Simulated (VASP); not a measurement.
Write the native input for VASP 6.6.1 that does the following.

```
Task                   : single point
Functional             : PBE
Potentials or basis    : VASP PAW PBE potentials, release 64 (Ba_sv, Ag, F)
Cutoff                 : 520 eV
k mesh                 : 4 × 4 × 4
Occupations            : gaussian, width 0.2 eV
Spin                   : no spin polarisation
Dipole correction      : no
Further INCAR settings : ALGO = Normal; EDIFF = 1e-07; NBANDS = 47
```

The structure of BaAg2F6 lies in POSCAR:

```
BaAg2F6
1.0
    0.0000000000      4.3512258000      4.3512258000
    4.3512258000      0.0000000000      4.3512258000
    4.3512258000      4.3512258000      0.0000000000
Ba Ag F
1 2 6
Direct
    0.5000000000      0.5000000000      0.5000000000
    0.7500000000      0.7500000000      0.7500000000
    0.2500000000      0.2500000000      0.2500000000
    0.0000000000      1.0000000000      0.5000000000
    0.5000000000      0.5000000000      1.0000000000
    0.0000000000      0.5000000000      1.0000000000
    0.5000000000      0.0000000000      1.0000000000
    0.5000000000      0.0000000000      0.5000000000
    0.0000000000      0.5000000000      0.5000000000
```

These files were run (other wordings do the same):

INCAR

```
PREC     = Accurate       # precision mode
ENCUT    = 520            # plane-wave cutoff, eV
EDIFF    = 1E-7           # SCF threshold, eV
ISMEAR   = 0              # smearing method
SIGMA    = 0.2            # smearing width, eV
LREAL    = F              # projectors in reciprocal space
LASPH    = T              # aspherical terms in the spheres
NELM     = 60             # most SCF steps
ALGO     = Normal         # electronic algorithm
ISIF     = 2              # what is computed and relaxed
LWAVE    = F              # write WAVECAR
LCHARG   = T              # write CHGCAR
GGA      = PE             # functional
LELF     = T              # ELF
LVHAR    = T            
NBANDS   = 47             # bands
```

KPOINTS

```
regular mesh
0
Gamma
  4 4 4
```

Potentials or basis: VASP PAW PBE potentials, release 64 (Ba_sv, Ag, F).

Command:

```console
$ cat potpaw_PBE.64/Ba_sv/POTCAR potpaw_PBE.64/Ag/POTCAR potpaw_PBE.64/F/POTCAR > POTCAR
$ mpirun -np 1 vasp_std > vasp.out
```

Results of the run:

```yaml
Pressure: -0.1 GPa
Band_gap_on_the_k_mesh: zero (band 37 reaches 1.07 eV, above the bottom of band 38 at -0.22 eV)
```

Caveat: spin-orbit coupling is left out, which moves the levels of the heavy elements.

Run time: 44 s on 1 thread of Intel(R) Xeon(R) 6975P-C (Granite Rapids), on a shared host, peak memory 0.33 GiB.
